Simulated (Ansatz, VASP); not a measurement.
# BN in VASP and in Ansatz

The input POSCAR:

```
BN
1.0
    0.0000000000      1.8048245542      1.8048245542
    1.8048245542      0.0000000000      1.8048245542
    1.8048245542      1.8048245542      0.0000000000
B N
1 1
Direct
    0.0000000000      0.0000000000      0.0000000000
    0.2500000000      0.2500000000      0.2500000000
```

The input INCAR.step1:

```
PREC = Accurate
ENCUT = 520
EDIFF = 1E-5
ISMEAR = 0
SIGMA = 0.01
LREAL = F
LASPH = T
NELM = 80
ALGO = Normal
ISIF = 2
LWAVE = T
LCHARG = F
NBANDS = 11
GGA = PE
```

File INCAR.step2:

```
PREC = Accurate
ENCUT = 520
EDIFF = 1E-7
ISMEAR = 0
SIGMA = 0.01
LREAL = F
LASPH = T
NELM = 80
ALGO = Normal
ISIF = 2
LWAVE = F
LCHARG = F
GGA = PE
LHFCALC = T
HFSCREEN = 0.2079
PRECFOCK = Normal
NBANDS = 11
ISTART = 1
```

File KPOINTS:

```
Automatic mesh
0
Gamma
  6 6 6
```

Input for Ansatz:

```yaml
crystal:
  lattice:
    - [0.0, 1.8048245542, 1.8048245542]
    - [1.8048245542, 0.0, 1.8048245542]
    - [1.8048245542, 1.8048245542, 0.0]
  atoms:
    - { symbol: B, position: [0.0, 0.0, 0.0] }
    - { symbol: "N", position: [0.25, 0.25, 0.25] }
kpoints:
  mp_grid: { grid: [6, 6, 6] }
hamiltonian:
  xc: hse06
scf:
  occupations: { method: fixed }
  n_extra_bands: 4
output:
  forces: true
  stress: true
  eigenvalues: true
```

Alike in both runs: task single point; functional HSE06; k mesh 6 × 6 × 6; no spin polarisation.

```csv
,VASP,Ansatz
version,VASP 6.6.1,Ansatz 0.2.0
potentials or method,"VASP PAW PBE potentials, release 64 (B, N)","plane waves, PAW"
plane-wave cutoff (eV),520,420
occupations,"gaussian, width 0.01 eV",fixed
valence electrons in the cell,8,8
```

VASP gave:

```
gap on the k mesh at the Fermi level (eV) : 5.78
pressure (GPa)                            : -3.9
```

Question: What did Ansatz give for the same quantities?

Answer: gap on the k mesh at the Fermi level (eV): 5.80; pressure (GPa): -4.4.

Ansatz's warnings: stress exchange threshold loose, stress scf threshold loose.

The k mesh is coarse, so the values compare programs but aren't converged.
